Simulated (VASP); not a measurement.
A run of VASP 6.6.1 is set up as follows.

The input INCAR:

```
SYSTEM = Pt
  PREC = Accurate
  ENCUT = 520
  EDIFF = 1E-6
  ISMEAR = -1
  SIGMA = 0.05
  LREAL = .FALSE.
  LASPH = .TRUE.
  NELM = 150
  ALGO = Normal
  ISIF = 2
  LWAVE = .FALSE.
  LCHARG = .FALSE.
  ISPIN = 2
  MAGMOM = 0.194 0.194
  LORBIT = 11
  LMAXMIX = 4
  GGA = PE
  NBANDS = 21
```

File KPOINTS:

```
regular mesh
0
G
  11 11 11
  0 0 0
```

Contents of POSCAR:

```
Pt
1.0
    0.0000000000      2.9986156991      2.9986156991
    2.9986156991      0.0000000000      2.9986156991
    2.9986156991      2.9986156991      0.0000000000
Pt
2
Direct
    0.1250000000      0.1250000000      0.1250000000
    0.8750000000      0.8750000000      0.8750000000
```

Potentials or basis: VASP PAW PBE potentials, release 64 (Pt).

The run is started by

```sh
$ cat potpaw_PBE.64/Pt/POTCAR > POTCAR
$ mpirun -np 1 vasp_std > vasp.out
```

(1) What does it give for the net moment?

(2) Estimate the site moments.

Results:

(1) 1.19 μB per cell.

(2) Pt +0.57 μB.

Caveat: the cell stands under tension.
